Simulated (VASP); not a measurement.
Input of a VASP 6.6.1 run:

File INCAR:

```
SYSTEM = SnO2
ALGO     = Normal         ! electronic algorithm
EDIFF    = 1E-6           ! SCF threshold, eV
ENCUT    = 520            ! plane-wave cutoff, eV
GGA      = PE             ! functional
ISIF     = 2              ! what is computed and relaxed
ISMEAR   = 0              ! smearing method
IVDW     = 12             ! dispersion correction
LASPH    = .TRUE.         ! aspherical terms in the spheres
LCHARG   = .TRUE.         ! write CHGCAR
LELF     = .TRUE.         ! ELF
LREAL    = .FALSE.        ! projectors in reciprocal space
LVHAR    = .TRUE.       
LWAVE    = .FALSE.        ! write WAVECAR
NBANDS   = 49             ! bands
NELM     = 80             ! most SCF steps
PREC     = Accurate       ! precision mode
SIGMA    = 0.05           ! smearing width, eV
```

Contents of KPOINTS:

```
k-points
0
G
  9 9 2
  0 0 0
```

Contents of POSCAR:

```
SnO2
1.0
   -3.2372529198      0.0000000000      0.0000000000
   -1.6186264599     -2.8035432670      0.0000000000
   -1.4567638139     -0.8410629802     12.8754773976
Sn O
3 6
Direct
    0.5166716667      0.5166716667      0.4999833333
    0.9500050000     -0.0499950000      0.1666500000
    0.0833383333      0.0833383333      0.8333166667
    0.5935916611      0.5935916611      0.2435833518
    0.7269249944     -0.2730750055      0.9102500185
    0.1602583278      0.1602583278      0.5769166852
    0.4397516722      0.4397516722      0.7563833148
    0.8730850056     -0.1269149944      0.4230499815
    0.3064183389      0.3064183389      0.0897166482
```

Potentials or basis: VASP PAW PBE potentials, release 64 (Sn_d, O).

The run is started by

```sh
$ cat potpaw_PBE.64/Sn_d/POTCAR potpaw_PBE.64/O/POTCAR > POTCAR
$ mpirun -np 1 vasp_std > vasp.out
```

Predict the band gap on the k mesh.

1.52 eV.

Predict the largest force.

0.183 eV/Å.

Estimate the dispersion energy per atom.

-0.201 eV.

Stress tensor (GPa, compression positive):
```
 0.47 -0.14 -0.02
-0.14  0.63 -0.01
-0.02 -0.01  1.25
```

Caveat: spin-orbit coupling is left out, which moves the levels of the heavy elements.
